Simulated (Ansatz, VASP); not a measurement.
CdS in VASP and in Ansatz

```
Cd S
1.0
     0.00000    2.93921    2.93921
     2.93921    0.00000    2.93921
     2.93921    2.93921    0.00000
Cd S
1 1
Direct
  0.00000 0.00000 0.00000
  0.25000 0.25000 0.25000
```

Alike in both runs: task single point; functional PBE-based screened hybrid; k mesh 4 × 4 × 4; no spin polarisation.

```csv
,VASP,Ansatz
version,VASP 6.6.1,Ansatz 0.2.0
potentials or method,"VASP PAW PBE potentials, release 64 (Cd, S)",plane waves
plane-wave cutoff (eV),400,420
occupations,"gaussian, width 0.01 eV",fixed
valence electrons in the cell,18,26
```

|  | VASP | Ansatz | Ansatz less VASP |
| --- | --- | --- | --- |
| gap on the k mesh at the Fermi level (eV) | 7.08 | 7.05 | -0.026 |
| pressure (GPa) | -3.1 | -2.2 | +0.82 |

VASP's potentials were made for PBE, not for PBE-based screened hybrid. VASP's potentials hold 18 valence electrons a cell and Ansatz's 26, so a difference there can come from the potentials and not from the codes. Ansatz's warnings: stress exchange threshold loose, stress scf threshold loose.

The k mesh is coarse, so the values compare programs but aren't converged.
